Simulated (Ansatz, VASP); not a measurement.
# CsSn2: VASP beside Ansatz

```xyz
3
Lattice="4.7751 0.0000 0.0000 -2.3875 4.1354 0.0000 0.0000 0.0000 6.5790" Properties=species:S:1:pos:R:3 pbc="T T T"
Cs    0.0000    0.0000    0.0000
Sn    0.0000    2.7569    3.7728
Sn    2.3875    1.3785    2.8062
```

Change from the starting cell: the structure that the rattled AlB2 type (P6/mmm, No. 191) fell into.

Alike in both runs: functional PBE; k mesh 12 × 12 × 8; occupations gaussian, width 0.1 eV; no spin polarisation.

Ansatz relaxed the structure, and its values are those at the end. VASP's run is a single point on that final structure, the one shown.

|  | VASP | Ansatz |
| --- | --- | --- |
| version | VASP 6.6.1 | Ansatz 0.2.0 |
| potentials or method | VASP PAW PBE potentials, release 64 (Cs_sv, Sn_d), cutoff 520 eV | scalar-relativistic, plane waves, PAW |
| valence electrons in the cell | 37 | 37 |

```tsv
	VASP	Ansatz	Ansatz less VASP
gap on the k mesh at the Fermi level (eV)	none	none	-
pressure (GPa)	0.0	0.0	+0.02
```

A gap of «none» marks a metal or a gap that the smearing closes.

Spin-orbit coupling is off throughout.
